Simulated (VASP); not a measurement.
# HfH2 (I4/mmm) in VASP: a series of runs

HfH2 is run at these levels: LDA; tasks: electric field gradients.

Program: VASP 6.6.1. These are calculated values, not measurements. Logs are shortened: lines on timing, memory, paths and dates and some standing lists are left out, and cuts for length are marked.

**1. The cell of the first run**

Symmetry: I4/mmm, No. 139, tetragonal system. Conventional cell: a = 3.408 Å, b = 3.408 Å, c = 4.361 Å, α = 90.00°, β = 90.00°, γ = 90.00°. Hf (site symmetry 4/mmm) has 8 H at 2.02 Å within 2.7 Å. Within 2.7 Å of H (site symmetry -4m2) lie 4 Hf at 2.02 Å and 6 H at 2.18 to 2.41 Å.

**2. Electric field gradients, LDA (equal xx and yy strain of -2 %)**

The input, INCAR:

```
ALGO     = Normal         # electronic algorithm
EDIFF    = 1E-8           # SCF threshold, eV
ENCUT    = 520            # plane-wave cutoff, eV
GGA      = CA             # functional
ISIF     = 2              # what is computed and relaxed
ISMEAR   = -1             # smearing method
LASPH    = T              # aspherical terms in the spheres
LCHARG   = F              # write CHGCAR
LEFG     = T            
LREAL    = F              # projectors in reciprocal space
LWAVE    = F              # write WAVECAR
NBANDS   = 13             # bands
NELM     = 60             # most SCF steps
PREC     = Accurate       # precision mode
SIGMA    = 0.03           # smearing width, eV
```

The input, KPOINTS:

```
k-points
0
Gamma
  12 12 12
```

The input, POSCAR:

```
HfH2
1.0
   -1.7042200000      1.7042200000      2.1805000000
    1.7042200000     -1.7042200000      2.1805000000
    1.7042200000      1.7042200000     -2.1805000000
Hf H
1 2
Direct
    0.0000000000      0.0000000000      0.0000000000
    0.7500000000      0.2500000000      0.5000000000
    0.2500000000      0.7500000000      0.5000000000
```

Potentials or basis: VASP PAW LDA potentials, release 64 (Hf_pv, H).

Started as:

```
> cat potpaw_LDA.64/Hf_pv/POTCAR potpaw_LDA.64/H/POTCAR > POTCAR
> mpirun -np 1 vasp_std > vasp.out
```

OUTCAR:

```text
EDIFF = 1E-8
   ENCUT = 520
   GGA = CA
   ISIF = 2
   ISMEAR = -1
   LASPH = T
   LREAL = F
   NELM = 60
   PREC = Accurate

 ion  position               nearest neighbor table
   1  0.000  0.000  0.000-   2 2.02   3 2.02   2 2.02   3 2.02   2 2.02   3 2.02   2 2.02   3 2.02

   2  0.750  0.250  0.500-   1 2.02   1 2.02   1 2.02   1 2.02
   3  0.250  0.750  0.500-   1 2.02   1 2.02   1 2.02   1 2.02

  LATTYP: Found a body centered tetragonal cell.
 ALAT       =     3.4084400000
 C/A-ratio  =     1.2794709603

  Lattice vectors:

 A1 = (  -1.7042200000,   1.7042200000,   2.1805000000)
 A2 = (   1.7042200000,  -1.7042200000,   2.1805000000)
 A3 = (   1.7042200000,   1.7042200000,  -2.1805000000)

Analysis of symmetry for initial positions (statically):
=====================================================================
 Subroutine PRICEL returns:
 Original cell was already a primitive cell.

 Routine SETGRP: Setting up the symmetry group for a
 body centered tetragonal supercell.

 Subroutine GETGRP returns: Found 16 space group operations
 (whereof 16 operations were pure point group operations)
 out of a pool of 16 trial point group operations.

The static configuration has the point symmetry D_4h.

Analysis of symmetry for dynamics (positions and initial velocities):
=====================================================================
 Subroutine PRICEL returns:
 Original cell was already a primitive cell.

 Routine SETGRP: Setting up the symmetry group for a
 body centered tetragonal supercell.

 Subroutine GETGRP returns: Found 16 space group operations
 (whereof 16 operations were pure point group operations)
 out of a pool of 16 trial point group operations.

The dynamic configuration has the point symmetry D_4h.

 Subroutine INISYM returns: Found 16 space group operations
 (whereof 16 operations are pure point group operations),
 and found     1 'primitive' translations

----------------------------------------------------------------------------------------

                                     Primitive cell

  volume of cell :      25.3319

  direct lattice vectors                    reciprocal lattice vectors
    -1.704220000  1.704220000  2.180500000     0.000000000  0.293389351  0.229305205
     1.704220000 -1.704220000  2.180500000     0.293389351  0.000000000  0.229305205
     1.704220000  1.704220000 -2.180500000     0.293389351  0.293389351  0.000000000

  length of vectors
     3.250124900  3.250124900  3.250124900     0.372368351  0.372368351  0.414915199

  position of ions in fractional coordinates (direct lattice)
     0.000000000  0.000000000  0.000000000
     0.750000000  0.250000000  0.500000000
     0.250000000  0.750000000  0.500000000

  ion indices of the primitive-cell ions
   primitive index   ion index
                 1           1
                 2           2
                 3           3

----------------------------------------------------------------------------------------

 KPOINTS: k-points

Automatic generation of k-mesh.
 Grid dimensions read from file:
 generate k-points for:   12   12   12

 Generating k-lattice:

  Cartesian coordinates                     Fractional coordinates (reciprocal lattice)
     0.000000000  0.024449113  0.019108767     0.083333333  0.000000000  0.000000000
     0.024449113  0.000000000  0.019108767     0.000000000  0.083333333  0.000000000
     0.024449113  0.024449113  0.000000000     0.000000000  0.000000000  0.083333333

  Length of vectors
     0.031030696  0.031030696  0.034576267

  Shift w.r.t. Gamma in fractional coordinates (k-lattice)
     0.000000000  0.000000000  0.000000000

 Subroutine IBZKPT returns following result:
[... 41 lines left out ...]
   ISTART =      0    job   : 0-new  1-cont  2-samecut
   ICHARG =      2    charge: 1-file 2-atom 10-const
   ISPIN  =      1    spin polarized calculation?
   LNONCOLLINEAR =      F non collinear calculations
   LSORBIT =      F    spin-orbit coupling
   LASPH  =      T    aspherical Exc in radial PAW
   ENCUT  =  520.0 eV  38.22 Ry    6.18 a.u.   6.04  6.04  6.04*2*pi/ulx,y,z
   NELM   =     60;   NELMIN=  2; NELMDL= -5     # of ELM steps
   EDIFF  = 0.1E-07   stopping-criterion for ELM
   LREAL  =      F    real-space projection
   EDIFFG = 0.1E-06   stopping-criterion for IOM
   NSW    =      0    number of steps for IOM
   IBRION =     -1    ionic relax: 0-MD 1-quasi-New 2-CG
   NFREE  =      0    steps in history (QN), initial steepest desc. (CG)
   ISIF   =      2    stress and relaxation
   ISYM   =      2    0-nonsym 1-usesym 2-fastsym
   POTIM  = 0.5000    time-step for ionic-motion
   TEBEG  =    0.0;   TEEND  =   0.0 temperature during run
   PSTRESS=    0.0 pullay stress
   NELECT =      12.0000    total number of electrons
   NUPDOWN=      -1.0000    fix difference up-down
   EMIN   =  10.00;   EMAX   =-10.00  energy-range for DOS
   EFERMI =   0.00;   METHOD = LEGACY
   ISMEAR =    -1;   SIGMA  =   0.03  broadening in eV -4-tet -1-fermi 0-gaus
   EFERMI_NEDOS =   21; number of points for ismear=-14 and -15
   IALGO  =     38    algorithm
   IMIX   =      4    mixing-type and parameters
     AMIX     =   0.40;   BMIX     =  1.00
     AMIX_MAG =   1.60;   BMIX_MAG =  1.00
  volume/ion in A,a.u.               =       8.44        56.98
  Fermi-wavevector in a.u.,A,eV,Ry     =   1.276182  2.411635 22.159016  1.628642
  Thomas-Fermi vector in A             =   2.408853
   LORBIT       =      0    0 simple, 1 ext, 2 COOP (PROOUT), +10 PAW based schemes
   GGA     = CA    functional components
   LHFCALC =     F    Hartree Fock is set to
   AEXX    =    0.0000 exact exchange contribution
   IVDW    =     0    specifies the selected vdW correction
   LEPSILON=     F    determine dielectric tensor
   LRPA    =     F    only Hartree local field effects (RPA)
 non-spin polarized calculation
  energy-cutoff  :      520.00
  volume of cell :       25.33
 maximum number of plane-waves:       708
   NGX = 13   NGY = 13   NGZ = 13

 number of electron      12.0000002 magnetization

 Free energy of the ion-electron system (eV)
  ---------------------------------------------------
  ext. energy  EPLUGINS =         0.00000000
  ---------------------------------------------------
  free energy    TOTEN  =       -19.48721295 eV

  energy without entropy =      -19.48518967  energy(sigma->0) =      -19.48620131

 E-fermi :   5.4686     XC(G=0): -11.7860

 val. band max:        5.4650483873   @ k =  -0.0833  -0.1667   0.0833
 cond. band min:       5.4913008208   @ k =  -0.0833   0.1667   0.0833
 fundamental gap:      0.0262524335
 Fermi energy:         5.4685837455

 k-point     1 :       0.0000    0.0000    0.0000
  band No.  band energies     occupation
      1     -25.1722      2.00000
      2     -25.1722      2.00000
      3     -25.1118      2.00000
      4      -5.8884      2.00000
      5       4.2916      2.00000
      6       4.9809      2.00000
      7       4.9809      2.00000
      8       5.6532      0.00424
      9       7.5453      0.00000
     10       8.7711      0.00000
     11      17.1528      0.00000
     12      17.2336      0.00000
     13      17.7545      0.00000
[... 354 lines left out ...]
  band No.  band energies     occupation
      1     -25.6848      2.00000
      2     -25.3267      2.00000
      3     -25.2324      2.00000
      4      -2.7886      2.00000
      5      -0.0980      2.00000
      6       4.1262      2.00000
      7       6.4050      0.00000
      8       8.5606      0.00000
      9       9.7536      0.00000
     10      12.3124      0.00000
     11      13.3202      0.00000
     12      15.4283      0.00000
     13      17.1966      0.00000

 [... further k-points ...]

------------------------ aborting loop because EDIFF is reached ----------------------------------------

  FORCE on cell =-STRESS in cart. coord.  units (eV):
  Direction    XX          YY          ZZ          XY          YZ          ZX
  --------------------------------------------------------------------------------------
  -------------------------------------------------------------------------------------
  Total       -0.2634912     -0.2634912     -0.6532830      0.0000000      0.0000000     -0.0000000
  in kB      -16.6651534    -16.6651534    -41.3185000      0.0000000      0.0000000     -0.0000000
  external PRESSURE =     -24.8829356 kB  Pullay stress =       0.0000000 kB

 VOLUME and BASIS-vectors are now :
 -----------------------------------------------------------------------------
  energy-cutoff  :      520.00
  volume of cell :       25.33
      direct lattice vectors                 reciprocal lattice vectors
    -1.704220000  1.704220000  2.180500000     0.000000000  0.293389351  0.229305205
     1.704220000 -1.704220000  2.180500000     0.293389351  0.000000000  0.229305205
     1.704220000  1.704220000 -2.180500000     0.293389351  0.293389351  0.000000000

 POSITION                                       TOTAL-FORCE (eV/Angst)
 -----------------------------------------------------------------------------------
      0.00000      0.00000      0.00000         0.000000      0.000000      0.000000
      0.00000      1.70422      1.09025        -0.000000     -0.000000     -0.000000
      1.70422      0.00000      1.09025         0.000000      0.000000     -0.000000
 -----------------------------------------------------------------------------------
    total drift:                                0.000000      0.000000      0.000000

  FREE ENERGIE OF THE ION-ELECTRON SYSTEM (eV)
  ---------------------------------------------------
  free  energy   TOTEN  =       -19.4872129507 eV

  energy  without entropy=      -19.4851896686  energy(sigma->0) =      -19.48620131

 Electric field gradients (V/A^2)
---------------------------------------------------------------------
 ion       V_xx      V_yy      V_zz      V_xy      V_xz      V_yz
---------------------------------------------------------------------
   1      12.066    12.066   -24.131     0.001     0.000     0.000
   2       0.032     0.032    -0.064     0.001     0.001     0.001
   3       0.032     0.032    -0.064     0.001     0.001     0.001
---------------------------------------------------------------------

 Electric field gradients after diagonalization (V/A^2)
 (convention: |V_zz| > |V_xx| > |V_yy|)
----------------------------------------------------------------------
 ion       V_xx      V_yy      V_zz     asymmetry (V_yy - V_xx)/ V_zz
----------------------------------------------------------------------
   1      12.066    12.065   -24.131       0.000
   2       0.034     0.031    -0.064       0.044
   3       0.034     0.031    -0.064       0.044
----------------------------------------------------------------------

           NMR quadrupolar parameters

 Cq : quadrupolar parameter    Cq=e*Q*V_zz/h
 eta: asymmetry parameters     (V_yy - V_xx)/ V_zz
 Q  : nuclear electric quadrupole moment in mb (millibarn)
----------------------------------------------------------------------
 ion       Cq(MHz)       eta       Q (mb)
----------------------------------------------------------------------
   1      -0.058       0.000       1.000
   2      -0.000       0.044       1.000
   3      -0.000       0.044       1.000
----------------------------------------------------------------------
```

Wall time 21 s (1 thread of Intel Xeon Platinum 8559C (Emerald Rapids), shared host); peak memory 0.17 GiB.

What came out:

- Free energy: -19.4872 eV
- Pressure: -2.5 GPa
- Band gap on the k mesh: zero (bands 6 and 7 overlap by 0.91 eV)
- Largest electric field gradient by atom: Hf -24.1; H -0.1 V/Å²

Stress tensor (GPa, compression positive):
```
-1.67  0.00  0.00
 0.00 -1.67  0.00
 0.00  0.00 -4.13
```

Electric field gradients, principal values (V/Å²):
```
atom   least  middle  greatest (by size)
1 Hf  12.065  12.066             -24.131
 2 H   0.031   0.034              -0.064
 3 H   0.031   0.034              -0.064
```

Caveat: the cell differs from its parent crystal (equal xx and yy strain of -2 %); without QUAD_EFG the Cq values of the log hold for a quadrupole moment of 1 mb, not for the nuclei; spin-orbit coupling is left out, which moves the levels of the heavy elements.

**3. Electric field gradients, LDA (equal xx and yy strain of +2 %)**

The input, INCAR:

```
SYSTEM = HfH2
PREC = Accurate ; ENCUT = 520
EDIFF = 1E-8 ; ISMEAR = -1
SIGMA = 0.03 ; LREAL = .FALSE.
LASPH = .TRUE. ; NELM = 80
ALGO = Normal ; ISIF = 2
LWAVE = .FALSE. ; LCHARG = .FALSE.
LEFG = .TRUE. ; NBANDS = 13
```

The input, KPOINTS:

```
regular mesh
0
G
  12 12 12
  0 0 0
```

The input, POSCAR:

```
HfH2
1.0
   -1.7737800000      1.7737800000      2.1805000000
    1.7737800000     -1.7737800000      2.1805000000
    1.7737800000      1.7737800000     -2.1805000000
Hf H
1 2
Direct
    0.0000000000      0.0000000000      0.0000000000
    0.7500000000      0.2500000000      0.5000000000
    0.2500000000      0.7500000000      0.5000000000
```

Potentials or basis: VASP PAW LDA potentials, release 64 (Hf_pv, H).

Started as:

```
> cat potpaw_LDA.64/Hf_pv/POTCAR potpaw_LDA.64/H/POTCAR > POTCAR
> mpirun -np 1 vasp_std > vasp.out
```

OUTCAR:

```text
SYSTEM = HfH2
   PREC = Accurate
   ENCUT = 520
   EDIFF = 1E-8
   ISMEAR = -1
   LREAL = .FALSE.
   LASPH = .TRUE.
   NELM = 80
   ISIF = 2

 ion  position               nearest neighbor table
   1  0.000  0.000  0.000-   2 2.08   3 2.08   2 2.08   3 2.08   2 2.08   3 2.08   2 2.08   3 2.08

   2  0.750  0.250  0.500-   1 2.08   1 2.08   1 2.08   1 2.08
   3  0.250  0.750  0.500-   1 2.08   1 2.08   1 2.08   1 2.08

  LATTYP: Found a body centered tetragonal cell.
 ALAT       =     3.5475600000
 C/A-ratio  =     1.2292956285

  Lattice vectors:

 A1 = (  -1.7737800000,   1.7737800000,   2.1805000000)
 A2 = (   1.7737800000,  -1.7737800000,   2.1805000000)
 A3 = (   1.7737800000,   1.7737800000,  -2.1805000000)

Analysis of symmetry for initial positions (statically):
[... 584 lines left out ...]
     1.773780000 -1.773780000  2.180500000     0.281883886  0.000000000  0.229305205
     1.773780000  1.773780000 -2.180500000     0.281883886  0.281883886  0.000000000

 POSITION                                       TOTAL-FORCE (eV/Angst)
 -----------------------------------------------------------------------------------
      0.00000      0.00000      0.00000         0.000000     -0.000000      0.000000
      0.00000      1.77378      1.09025        -0.000000      0.000000     -0.000000
      1.77378      0.00000      1.09025         0.000000      0.000000      0.000000
 -----------------------------------------------------------------------------------
    total drift:                               -0.000000     -0.000000      0.000000

  FREE ENERGIE OF THE ION-ELECTRON SYSTEM (eV)
  ---------------------------------------------------
  free  energy   TOTEN  =       -19.3832312229 eV

  energy  without entropy=      -19.3816354474  energy(sigma->0) =      -19.38243334

 Electric field gradients (V/A^2)
---------------------------------------------------------------------
 ion       V_xx      V_yy      V_zz      V_xy      V_xz      V_yz
---------------------------------------------------------------------
   1      14.168    14.168   -28.336     0.000     0.000     0.000
   2       0.068     0.068    -0.137    -0.001    -0.001    -0.001
   3       0.068     0.068    -0.137    -0.001    -0.001    -0.001
---------------------------------------------------------------------

 Electric field gradients after diagonalization (V/A^2)
 (convention: |V_zz| > |V_xx| > |V_yy|)
----------------------------------------------------------------------
 ion       V_xx      V_yy      V_zz     asymmetry (V_yy - V_xx)/ V_zz
----------------------------------------------------------------------
   1      14.168    14.168   -28.336       0.000
   2       0.069     0.068    -0.137       0.008
   3       0.069     0.068    -0.137       0.008
----------------------------------------------------------------------

           NMR quadrupolar parameters

 Cq : quadrupolar parameter    Cq=e*Q*V_zz/h
 eta: asymmetry parameters     (V_yy - V_xx)/ V_zz
 Q  : nuclear electric quadrupole moment in mb (millibarn)
----------------------------------------------------------------------
 ion       Cq(MHz)       eta       Q (mb)
----------------------------------------------------------------------
   1      -0.069       0.000       1.000
   2      -0.000       0.008       1.000
   3      -0.000       0.008       1.000
----------------------------------------------------------------------
```

OSZICAR:

```text
N       E                     dE             d eps       ncg     rms          rms(c)
DAV:   1     0.142232054488E+02    0.14223E+02   -0.63446E+03  4254   0.851E+02
DAV:   2    -0.197791259924E+02   -0.34002E+02   -0.32795E+02  5162   0.178E+02
DAV:   3    -0.206062791915E+02   -0.82715E+00   -0.82345E+00  5451   0.196E+01
DAV:   4    -0.206099435380E+02   -0.36643E-02   -0.36639E-02  4670   0.159E+00
DAV:   5    -0.206099679262E+02   -0.24388E-04   -0.24388E-04  5554   0.112E-01    0.445E+01
DAV:   6    -0.196064626337E+02    0.10035E+01   -0.66224E-01  4563   0.619E+00    0.284E+01
DAV:   7    -0.194253196075E+02    0.18114E+00   -0.85432E-01  4793   0.678E+00    0.533E+00
DAV:   8    -0.193859898890E+02    0.39330E-01   -0.16739E-01  4443   0.319E+00    0.221E+00
DAV:   9    -0.193832953328E+02    0.26946E-02   -0.89199E-03  4953   0.784E-01    0.548E-01
DAV:  10    -0.193832343398E+02    0.60993E-04   -0.11860E-03  5178   0.242E-01    0.222E-01
DAV:  11    -0.193832338020E+02    0.53780E-06   -0.21441E-05  5176   0.367E-02    0.109E-01
DAV:  12    -0.193832318751E+02    0.19270E-05   -0.18539E-06  4978   0.104E-02    0.453E-02
DAV:  13    -0.193832312170E+02    0.65810E-06   -0.16542E-06  4928   0.100E-02    0.147E-03
DAV:  14    -0.193832312229E+02   -0.59009E-08   -0.55264E-08  5075   0.200E-03
   1 F= -.19383231E+02 E0= -.19382433E+02  d E =-.159578E-02
```

It took 37 s on 1 thread of Intel Xeon Platinum 8559C (Emerald Rapids), shared host; peak memory 0.19 GiB.

Results:

- Free energy: -19.3832 eV
- Pressure: -13.5 GPa
- Band gap on the k mesh: zero (bands 6 and 7 overlap by 1.11 eV)
- Largest electric field gradient by atom: Hf -28.3; H -0.1 V/Å²

Electric field gradients, principal values (V/Å²):
```tsv
atom	least	middle	greatest (by size)
1 Hf	14.168	14.168	-28.336
2 H	0.068	0.069	-0.137
3 H	0.068	0.069	-0.137
```

Caveat: the cell differs from its parent crystal (equal xx and yy strain of +2 %); the cell stands under tension; without QUAD_EFG the Cq values of the log hold for a quadrupole moment of 1 mb, not for the nuclei; spin-orbit coupling is left out, which moves the levels of the heavy elements.

(Part 1 of 3 ends here.)
